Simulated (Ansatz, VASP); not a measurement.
**One calculation of WS2, two programs**

```xyz
6
Lattice="3.1699 0.0000 0.0000 -1.5850 2.7453 0.0000 0.0000 0.0000 12.4911" Properties=species:S:1:pos:R:3 pbc="T T T"
W     0.0000    1.8302    3.1228
W     1.5850    0.9151    9.3683
S     0.0000    1.8302    7.8056
S     1.5850    0.9151    1.5600
S     0.0000    1.8302   10.9311
S     1.5850    0.9151    4.6855
```

Alike in both runs: task single point; functional r2SCAN; k mesh 12 × 12 × 2; no spin polarisation.

```csv
,VASP,Ansatz
version,VASP 6.6.1,Ansatz 0.2.0
potentials or method,"VASP PAW PBE potentials, release 64 (W_sv, S)","plane waves, PAW"
plane-wave cutoff (eV),520,500
occupations,"gaussian, width 0.01 eV",fixed
valence electrons in the cell,52,52
```

Ansatz gave:

* gap on the k mesh at the Fermi level (eV): 1.16
* pressure (GPa): 1.2
* traceless stress, the component that is largest in VASP (GPa): -0.13
* rms of the force components (eV/Å): 0.025

Problem. What did VASP give for the same quantities?

Solution. gap on the k mesh at the Fermi level (eV): 1.17; pressure (GPa): 1.4; traceless stress, the component that is largest in VASP (GPa): -0.18; rms of the force components (eV/Å): 0.014.

VASP's potentials were made for PBE, not for r2SCAN. Atom by atom the forces differ by 0.011 eV/Å (rms over components).

Spin-orbit coupling is off throughout.
